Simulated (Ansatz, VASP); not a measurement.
## One calculation of Si5Sn, two programs

Contents of INCAR:

```
  PREC = Accurate
  ENCUT = 600
  EDIFF = 1E-7
  ISMEAR = 0
  SIGMA = 0.1
  LREAL = F
  LASPH = T
  NELM = 80
  ALGO = Normal
  ISIF = 3
  LWAVE = F
  LCHARG = F
  GGA = PE
  IBRION = 2
  NSW = 90
  EDIFFG = -0.04
```

File KPOINTS:

```
Automatic mesh
0
Gamma
  6 6 4
```

File POSCAR:

```
Si5Sn
1.0
    5.6033606300      0.0000000000      0.0000000000
   -2.8016803200      4.8526526500      0.0000000000
    0.0000000000      0.0000000000      4.2683256600
Si Sn
5 1
Direct
    0.3333333300      0.6666666700      0.0000000000
    0.6666666700      0.3333333300      0.0000000000
    0.5000000000      0.0000000000      0.5000000000
    0.5000000000      0.5000000000      0.5000000000
    0.0000000000      0.5000000000      0.5000000000
    0.0000000000      0.0000000000      0.0000000000
```

Input for Ansatz:

```yaml
crystal:
  lattice:
    - [5.60336063, 0.0, 0.0]
    - [-2.80168032, 4.85265265, 0.0]
    - [0.0, 0.0, 4.26832566]
  atoms:
    - { symbol: Si, position: [0.33333333, 0.66666667, 0.0] }
    - { symbol: Si, position: [0.66666667, 0.33333333, 0.0] }
    - { symbol: Si, position: [0.5, 0.0, 0.5] }
    - { symbol: Si, position: [0.5, 0.5, 0.5] }
    - { symbol: Si, position: [0.0, 0.5, 0.5] }
    - { symbol: Sn, position: [0.0, 0.0, 0.0] }
basis:
  ecutwfc: 420
kpoints:
  mp_grid: { grid: [6, 6, 4] }
hamiltonian:
  xc: pbe
scf:
  occupations: { method: gaussian, width: 0.1 }
  lower_state_search: "off"
output:
  forces: true
  stress: true
  eigenvalues: true
relax:
  adjacent_minimum: "off"
  f_tol: 0.04
  max_steps: 70
  cell: { stress_tol: 0.4 }
```

Change from the starting cell: species swapped into the YFe5 type (P6/mmm, No. 191).

Alike in both runs: task relaxation of cell and atoms; functional PBE; k mesh 6 × 6 × 4; occupations gaussian, width 0.1 eV; no spin polarisation.

```csv
,VASP,Ansatz
version,VASP 6.6.1,Ansatz 0.2.0
potentials or method,"VASP PAW PBE potentials, release 64 (Si, Sn_d), cutoff 600 eV","scalar-relativistic, plane waves, PAW"
valence electrons in the cell,34,34
```

Ansatz gave:

| Item | Value |
| --- | --- |
| gap on the k mesh at the Fermi level, each at its own relaxed structure (eV) | none |
| relaxed volume (Å³/atom) | 18.15 |
| relaxed cell length with the largest relative difference (Å) | 5.785 |

Estimate VASP's values.

gap on the k mesh at the Fermi level, each at its own relaxed structure (eV): none; relaxed volume (Å³/atom): 18.07; relaxed cell length with the largest relative difference (Å): 5.774.

A gap of «none» marks a metal or a gap that the smearing closes.

The k mesh is coarse, so the values compare programs but aren't converged.
